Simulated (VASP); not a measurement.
# TiSn3O8 (P-4m2) in VASP: single point with PBE

Aim: the single point of TiSn3O8 with PBE.

Program: VASP 6.6.1. These are calculated values, not measurements. Logs are shortened: lines on timing, memory, paths and dates and some standing lists are left out, and cuts for length are marked.

**1. The cell of the first run**

Symmetry: P-4m2, No. 115, tetragonal system. Conventional cell: a = 3.970 Å, b = 3.970 Å, c = 10.362 Å, α = 90.00°, β = 90.00°, γ = 90.00°. Within 2.6 Å of Ti (site symmetry -4m2) lie 6 O at 1.98 to 2.03 Å. Within 2.7 Å of Sn (site symmetry 2mm) lie 6 O at 2.06 to 2.12 Å. Within 2.7 Å of Sn (site symmetry -4m2) lie 6 O at 2.06 to 2.12 Å. Within 2.7 Å of O (site symmetry 2mm) lie 3 Sn at 2.06 to 2.12 Å and 2 O at 2.54 Å. O (site symmetry 2mm) has 2 Ti at 2.03 Å and 1 Sn at 2.11 Å and 2 O at 2.53 Å within 2.7 Å. Within 2.7 Å of O (site symmetry 2mm) lie 3 Sn at 2.06 to 2.12 Å and 2 O at 2.54 Å. Within 2.6 Å of O (site symmetry 2mm) lie 1 Ti at 1.98 Å and 2 Sn at 2.06 Å and 2 O at 2.53 Å.

**2. Single point, PBE**

File INCAR:

```
ALGO = Normal ; EDIFF = 1E-6
ENCUT = 520 ; GGA = PE
ISIF = 2 ; ISMEAR = 0
LASPH = T ; LCHARG = F
LREAL = F ; LWAVE = F
NBANDS = 63 ; NELM = 100
PREC = Accurate ; SIGMA = 0.01
```

File KPOINTS:

```
k-points
0
Gamma
  8 8 4
```

File POSCAR:

```
TiSn3O8
1.0
    3.9701791149      0.0000000000      0.0000000000
    0.0000000000      3.9701791149      0.0000000000
    0.0000000000      0.0000000000     10.3620948126
Ti Sn O
1 3 8
Direct
    0.5000000000      0.5000000000      0.0000000000
    0.0000000000      0.5000000000      0.2435760638
    0.5000000000      0.0000000000      0.7564239362
    0.0000000000      0.0000000000      0.5000000000
    0.0000000000      0.5000000000      0.4484965167
    0.5000000000      0.0000000000      0.9603344870
    0.0000000000      0.0000000000      0.7047790157
    0.5000000000      0.5000000000      0.1910760921
    0.0000000000      0.0000000000      0.2952209843
    0.5000000000      0.5000000000      0.8089239079
    0.0000000000      0.5000000000      0.0396655130
    0.5000000000      0.0000000000      0.5515034833
```

Potentials or basis: VASP PAW PBE potentials, release 64 (Ti_sv, Sn_d, O).

Started as:

```
cat potpaw_PBE.64/Ti_sv/POTCAR potpaw_PBE.64/Sn_d/POTCAR potpaw_PBE.64/O/POTCAR > POTCAR
mpirun -np 1 vasp_std > vasp.out
```

OUTCAR:

```text
EDIFF = 1E-6
   ENCUT = 520
   GGA = PE
   ISIF = 2
   ISMEAR = 0
   LASPH = T
   LREAL = F
   NELM = 100
   PREC = Accurate

 ion  position               nearest neighbor table
   1  0.500  0.500  0.000-   8 1.98  10 1.98   6 2.03  11 2.03   6 2.03  11 2.03   3 3.21   2 3.21
                             2 3.21   3 3.21
   2  0.000  0.500  0.244-   9 2.06   9 2.06   8 2.06   8 2.06  11 2.11   5 2.12   1 3.21   1 3.21
                             4 3.32   4 3.32
   3  0.500  0.000  0.756-   7 2.06   7 2.06  10 2.06  10 2.06   6 2.11  12 2.12   1 3.21   1 3.21
                             4 3.32   4 3.32
   4  0.000  0.000  0.500-   5 2.06  12 2.06   5 2.06  12 2.06   9 2.12   7 2.12   2 3.32   2 3.32
                             3 3.32   3 3.32
   5  0.000  0.500  0.448-   4 2.06   4 2.06   2 2.12
   6  0.500  0.000  0.960-   1 2.03   1 2.03   3 2.11
   7  0.000  0.000  0.705-   3 2.06   3 2.06   4 2.12
   8  0.500  0.500  0.191-   1 1.98   2 2.06   2 2.06
   9  0.000  0.000  0.295-   2 2.06   2 2.06   4 2.12
  10  0.500  0.500  0.809-   1 1.98   3 2.06   3 2.06
  11  0.000  0.500  0.040-   1 2.03   1 2.03   2 2.11
  12  0.500  0.000  0.552-   4 2.06   4 2.06   3 2.12

  LATTYP: Found a simple tetragonal cell.
 ALAT       =     3.9701791149
 C/A-ratio  =     2.6099816942

  Lattice vectors:

 A1 = (   3.9701791149,   0.0000000000,   0.0000000000)
 A2 = (   0.0000000000,   3.9701791149,   0.0000000000)
 A3 = (   0.0000000000,   0.0000000000,  10.3620948126)

Analysis of symmetry for initial positions (statically):
=====================================================================
 Subroutine PRICEL returns:
 Original cell was already a primitive cell.

 Routine SETGRP: Setting up the symmetry group for a
 simple tetragonal supercell.

 Subroutine GETGRP returns: Found  8 space group operations
 (whereof  8 operations were pure point group operations)
 out of a pool of 16 trial point group operations.

The static configuration has the point symmetry D_2d.

Analysis of symmetry for dynamics (positions and initial velocities):
=====================================================================
 Subroutine PRICEL returns:
 Original cell was already a primitive cell.

 Routine SETGRP: Setting up the symmetry group for a
 simple tetragonal supercell.

 Subroutine GETGRP returns: Found  8 space group operations
 (whereof  8 operations were pure point group operations)
 out of a pool of 16 trial point group operations.

The dynamic configuration has the point symmetry D_2d.

 Subroutine INISYM returns: Found  8 space group operations
 (whereof  8 operations are pure point group operations),
 and found     1 'primitive' translations

----------------------------------------------------------------------------------------

                                     Primitive cell

  volume of cell :     163.3307

  direct lattice vectors                    reciprocal lattice vectors
     3.970179115  0.000000000  0.000000000     0.251877805  0.000000000  0.000000000
     0.000000000  3.970179115  0.000000000     0.000000000  0.251877805  0.000000000
     0.000000000  0.000000000 10.362094813     0.000000000  0.000000000  0.096505583

  length of vectors
     3.970179115  3.970179115 10.362094813     0.251877805  0.251877805  0.096505583

  position of ions in fractional coordinates (direct lattice)
     0.500000000  0.500000000  0.000000000
     0.000000000  0.500000000  0.243576064
     0.500000000  0.000000000  0.756423936
     0.000000000  0.000000000  0.500000000
     0.000000000  0.500000000  0.448496517
     0.500000000  0.000000000  0.960334487
     0.000000000  0.000000000  0.704779016
     0.500000000  0.500000000  0.191076092
     0.000000000  0.000000000  0.295220984
     0.500000000  0.500000000  0.808923908
     0.000000000  0.500000000  0.039665513
     0.500000000  0.000000000  0.551503483

  ion indices of the primitive-cell ions
   primitive index   ion index
                 1           1
                 2           2
                 3           3
                 4           4
                 5           5
                 6           6
                 7           7
                 8           8
                 9           9
                10          10
                11          11
                12          12

----------------------------------------------------------------------------------------

 KPOINTS: k-points

Automatic generation of k-mesh.
 Grid dimensions read from file:
 generate k-points for:    8    8    4

 Generating k-lattice:

  Cartesian coordinates                     Fractional coordinates (reciprocal lattice)
     0.031484726  0.000000000  0.000000000     0.125000000  0.000000000  0.000000000
     0.000000000  0.031484726  0.000000000     0.000000000  0.125000000  0.000000000
     0.000000000  0.000000000  0.024126396     0.000000000  0.000000000  0.250000000

  Length of vectors
     0.031484726  0.031484726  0.024126396

  Shift w.r.t. Gamma in fractional coordinates (k-lattice)
     0.000000000  0.000000000  0.000000000

 Subroutine IBZKPT returns following result:
 ===========================================

 Found     45 irreducible k-points:

 Following reciprocal coordinates:
            Coordinates               Weight
  0.000000  0.000000  0.000000      1.000000
  0.125000  0.000000  0.000000      4.000000
  0.250000  0.000000  0.000000      4.000000
  0.375000  0.000000  0.000000      4.000000
  0.500000  0.000000  0.000000      2.000000
  0.125000  0.125000  0.000000      4.000000
[... 16 lines left out ...]
  0.375000  0.125000  0.250000     16.000000
  0.500000  0.125000  0.250000      8.000000
 [... further k-points ...]
   k-points           NKPTS =     45   k-points in BZ     NKDIM =     45   number of bands    NBANDS=     63
   number of dos      NEDOS =    301   number of ions     NIONS =     12
   total plane-waves  NPLWV =  72000
   dimension x,y,z NGX =    30 NGY =   30 NGZ =   80
   dimension x,y,z NGXF=    60 NGYF=   60 NGZF=  160
   ions per type =               1   3   8
   NGX,Y,Z   is equivalent  to a cutoff of  12.56, 12.56, 12.83 a.u.
   NGXF,Y,Z  is equivalent  to a cutoff of  25.12, 25.12, 25.67 a.u.
 SYSTEM =  unknown system
   PREC   = accura    normal or accurate (medium, high low for compatibility)
   ISTART =      0    job   : 0-new  1-cont  2-samecut
   ICHARG =      2    charge: 1-file 2-atom 10-const
   ISPIN  =      1    spin polarized calculation?
   LNONCOLLINEAR =      F non collinear calculations
   LSORBIT =      F    spin-orbit coupling
   LASPH  =      T    aspherical Exc in radial PAW
   ENCUT  =  520.0 eV  38.22 Ry    6.18 a.u.   7.38  7.38 19.27*2*pi/ulx,y,z
   NELM   =    100;   NELMIN=  2; NELMDL= -5     # of ELM steps
   EDIFF  = 0.1E-05   stopping-criterion for ELM
   LREAL  =      F    real-space projection
   EDIFFG = 0.1E-04   stopping-criterion for IOM
   NSW    =      0    number of steps for IOM
   IBRION =     -1    ionic relax: 0-MD 1-quasi-New 2-CG
   NFREE  =      0    steps in history (QN), initial steepest desc. (CG)
   ISIF   =      2    stress and relaxation
   ISYM   =      2    0-nonsym 1-usesym 2-fastsym
   POTIM  = 0.5000    time-step for ionic-motion
   TEBEG  =    0.0;   TEEND  =   0.0 temperature during run
   PSTRESS=    0.0 pullay stress
   NELECT =     102.0000    total number of electrons
   NUPDOWN=      -1.0000    fix difference up-down
   EMIN   =  10.00;   EMAX   =-10.00  energy-range for DOS
   EFERMI =   0.00;   METHOD = LEGACY
   ISMEAR =     0;   SIGMA  =   0.01  broadening in eV -4-tet -1-fermi 0-gaus
   EFERMI_NEDOS =   21; number of points for ismear=-14 and -15
   IALGO  =     38    algorithm
   IMIX   =      4    mixing-type and parameters
     AMIX     =   0.40;   BMIX     =  1.00
     AMIX_MAG =   1.60;   BMIX_MAG =  1.00
  volume/ion in A,a.u.               =      13.61        91.85
  Fermi-wavevector in a.u.,A,eV,Ry     =   1.399326  2.644343 26.641756  1.958114
  Thomas-Fermi vector in A             =   2.522397
   LORBIT       =      0    0 simple, 1 ext, 2 COOP (PROOUT), +10 PAW based schemes
   GGA     = PE    functional components
   LHFCALC =     F    Hartree Fock is set to
   AEXX    =    0.0000 exact exchange contribution
   IVDW    =     0    specifies the selected vdW correction
   LEPSILON=     F    determine dielectric tensor
   LRPA    =     F    only Hartree local field effects (RPA)
 non-spin polarized calculation
 Gauss-broadening in eV      SIGMA  =   0.01
  energy-cutoff  :      520.00
  volume of cell :      163.33
 maximum number of plane-waves:      4439
 NGX is ok and might be reduce to    30
   NGX = 15   NGY = 15   NGZ = 39

 number of electron     101.9999960 magnetization

 Free energy of the ion-electron system (eV)
  ---------------------------------------------------
  ext. energy  EPLUGINS =         0.00000000
  ---------------------------------------------------
  free energy    TOTEN  =       -82.07531860 eV

  energy without entropy =      -82.07531860  energy(sigma->0) =      -82.07531860

 E-fermi :   3.9297     XC(G=0): -10.1846

 val. band max:        3.8828164269   @ k =   0.5000   0.5000   0.5000
 cond. band min:       5.6602865672   @ k =   0.0000   0.0000   0.0000
 fundamental gap:      1.7774701403
 Fermi energy:         3.9297368152

 k-point     1 :       0.0000    0.0000    0.0000
  band No.  band energies     occupation
      1     -52.8903      2.00000
      2     -29.1649      2.00000
      3     -29.0471      2.00000
      4     -29.0471      2.00000
      5     -16.9900      2.00000
      6     -16.9896      2.00000
[... 55 lines left out ...]
     62      12.4298      0.00000
     63      13.0721      0.00000

 k-point     2 :       0.1250    0.0000    0.0000
  band No.  band energies     occupation
      1     -52.8902      2.00000
      2     -29.1645      2.00000
      3     -29.0537      2.00000
      4     -29.0469      2.00000
      5     -16.9707      2.00000
      6     -16.9529      2.00000
[... 1507 lines left out ...]
     62      12.3168      0.00000
     63      12.8234      0.00000

 [... further k-points ...]

------------------------ aborting loop because EDIFF is reached ----------------------------------------

  FORCE on cell =-STRESS in cart. coord.  units (eV):
  Direction    XX          YY          ZZ          XY          YZ          ZX
  --------------------------------------------------------------------------------------
  -------------------------------------------------------------------------------------
  Total        0.4889089      0.4889089      0.6814784      0.0000000      0.0000000      0.0000000
  in kB        4.7959067      4.7959067      6.6849005      0.0000000      0.0000000      0.0000000
  external PRESSURE =       5.4255713 kB  Pullay stress =       0.0000000 kB

 VOLUME and BASIS-vectors are now :
 -----------------------------------------------------------------------------
  energy-cutoff  :      520.00
  volume of cell :      163.33
      direct lattice vectors                 reciprocal lattice vectors
     3.970179115  0.000000000  0.000000000     0.251877805  0.000000000  0.000000000
     0.000000000  3.970179115  0.000000000     0.000000000  0.251877805  0.000000000
     0.000000000  0.000000000 10.362094813     0.000000000  0.000000000  0.096505583

 POSITION                                       TOTAL-FORCE (eV/Angst)
 -----------------------------------------------------------------------------------
      1.98509      1.98509      0.00000         0.000000     -0.000000      0.000000
      0.00000      1.98509      2.52396         0.000000      0.000000      0.002635
      1.98509      0.00000      7.83814         0.000000      0.000000     -0.002635
      0.00000      0.00000      5.18105         0.000000      0.000000      0.000000
      0.00000      1.98509      4.64736         0.000000     -0.000000      0.015992
      1.98509      0.00000      9.95108        -0.000000     -0.000000      0.029066
      0.00000      0.00000      7.30299         0.000000      0.000000      0.015108
      1.98509      1.98509      1.97995         0.000000      0.000000      0.024329
      0.00000      0.00000      3.05911         0.000000      0.000000     -0.015108
      1.98509      1.98509      8.38215         0.000000      0.000000     -0.024329
      0.00000      1.98509      0.41102         0.000000      0.000000     -0.029066
      1.98509      0.00000      5.71473         0.000000      0.000000     -0.015992
 -----------------------------------------------------------------------------------
    total drift:                                0.000000      0.000000      0.000000

  FREE ENERGIE OF THE ION-ELECTRON SYSTEM (eV)
  ---------------------------------------------------
  free  energy   TOTEN  =       -82.0753185952 eV

  energy  without entropy=      -82.0753185952  energy(sigma->0) =      -82.07531860
```

It took 14 min on 1 thread of Intel Xeon 8259CL, shared host; peak memory 0.49 GiB.

What came out:

```yaml
Free_energy: -82.0753 eV
Pressure: 0.5 GPa
Largest_force: 0.029 eV/Å
Band_gap_on_the_k_mesh: 1.78 eV (least direct gap 2.19 eV)
```

Forces on the atoms (eV/Å):
```
Ti   0.000  0.000  0.000
Sn   0.000  0.000  0.003
Sn   0.000  0.000 -0.003
Sn   0.000  0.000  0.000
O    0.000  0.000  0.016
O    0.000  0.000  0.029
O    0.000  0.000  0.015
O    0.000  0.000  0.024
O    0.000  0.000 -0.015
O    0.000  0.000 -0.024
O    0.000  0.000 -0.029
O    0.000  0.000 -0.016
```

Caveat: spin-orbit coupling is left out, which moves the levels of the heavy elements. A k mesh can miss the band edges.
